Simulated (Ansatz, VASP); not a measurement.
**Sn in VASP and in Ansatz**

The input POSCAR:

```
Sn
1.0
    0.0000000000      3.3476041855      3.3476041855
    3.3476041855      0.0000000000      3.3476041855
    3.3476041855      3.3476041855      0.0000000000
Sn
2
Direct
    0.0000000000      0.0000000000      0.0000000000
    0.2500000000      0.2500000000      0.2500000000
```

Contents of INCAR.step1:

```
SYSTEM = Sn
PREC = Accurate ; ENCUT = 520
ISMEAR = 0 ; SIGMA = 0.1
LREAL = .False. ; LASPH = .True.
NELM = 60 ; NBANDS = 21
GGA = PE ; ALGO = Normal
EDIFF = 1E-4 ; LWAVE = .True.
LCHARG = .False.
```

The input INCAR.step2:

```
SYSTEM = Sn
PREC = Accurate ; ENCUT = 520
EDIFF = 1E-7 ; ISMEAR = 0
SIGMA = 0.1 ; LREAL = .False.
LASPH = .True. ; NELM = 60
ALGO = Normal ; ISIF = 2
LWAVE = .False. ; LCHARG = .True.
METAGGA = R2SCAN ; LMIXTAU = .True.
LELF = .True. ; LVHAR = .True.
NBANDS = 21 ; ISTART = 1
```

KPOINTS

```
Automatic mesh
0
Gamma
  12 12 12
  0 0 0
```

Input for Ansatz:

```yaml
crystal:
  lattice:
    - [0.0, 3.3476041855, 3.3476041855]
    - [3.3476041855, 0.0, 3.3476041855]
    - [3.3476041855, 3.3476041855, 0.0]
  atoms:
    - { symbol: Sn, position: [0.0, 0.0, 0.0] }
    - { symbol: Sn, position: [0.25, 0.25, 0.25] }
basis:
  ecutwfc: 500
kpoints:
  mp_grid: { grid: [12, 12, 12] }
hamiltonian:
  xc: r2scan
scf:
  occupations: { method: gaussian, width: 0.1 }
output:
  forces: true
  stress: true
  eigenvalues: true
```

Alike in both runs: task single point; functional r2SCAN; k mesh 12 × 12 × 12; occupations gaussian, width 0.1 eV; no spin polarisation.

```csv
,VASP,Ansatz
version,VASP 6.6.1,Ansatz 0.2.0
potentials or method,"VASP PAW PBE potentials, release 64 (Sn_d), cutoff 520 eV","scalar-relativistic, plane waves, PAW"
valence electrons in the cell,28,28
```

|  | VASP | Ansatz | Ansatz less VASP |
| --- | --- | --- | --- |
| gap on the k mesh at the Fermi level (eV) | none | none | - |
| pressure (GPa) | -2.2 | -2.2 | +0.04 |

VASP's potentials were made for PBE, not for r2SCAN. A gap of «none» marks a metal or a gap that the smearing closes. With one functional, cell and mesh, what is left measures potentials, basis and numerics.
